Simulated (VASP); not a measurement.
HfBe2Si2, 5 atoms in the cell. Symmetry: P-3m1, No. 164, trigonal system. The conventional cell has a = 3.789 Å, b = 3.789 Å, c = 5.859 Å, α = 90.00°, β = 90.00°, γ = 120.00°. Hf (site symmetry -3m) has 6 Si at 2.77 Å and 6 Be at 2.81 Å within 3.6 Å. Be (site symmetry 3m) has 4 Si at 2.19 to 2.40 Å and 3 Hf at 2.81 Å within 2.9 Å. Within 2.9 Å of Si (site symmetry 3m) lie 4 Be at 2.19 to 2.40 Å and 3 Hf at 2.77 Å. The cell was generated, and may not be a known phase.

```yaml
Program: VASP 6.6.1
Task: relaxation of cell and atoms
Functional: PBE
Potentials_or_basis: VASP PAW PBE potentials, release 64 (Hf_pv, Be, Si)
Cutoff: 600 eV
k_mesh: 12 × 12 × 6
Occupations: gaussian, width 0.1 eV
Spin: no spin polarisation
Dipole_correction: no
Further_INCAR_settings: ALGO = Fast; EDIFF = 1e-06; IBRION = 2; EDIFFG = -0.01; NSW = 100; ISIF = 3
```

Potentials or basis: VASP PAW PBE potentials, release 64 (Hf_pv, Be, Si).

The run is started by

```bash
$ cat potpaw_PBE.64/Hf_pv/POTCAR potpaw_PBE.64/Be/POTCAR potpaw_PBE.64/Si/POTCAR > POTCAR
$ mpirun -np 1 vasp_std > vasp.out
```

Hardware: 1 thread of Intel(R) Xeon(R) Platinum 8559C (Emerald Rapids) (shared host).

Q: Estimate the wall time of this run.

A: Wall time 7.5 min on 1 thread of Intel(R) Xeon(R) Platinum 8559C (Emerald Rapids), on a shared host, peak memory 0.32 GiB. Counts: scf iterations 79, k points 100, ion steps 11.
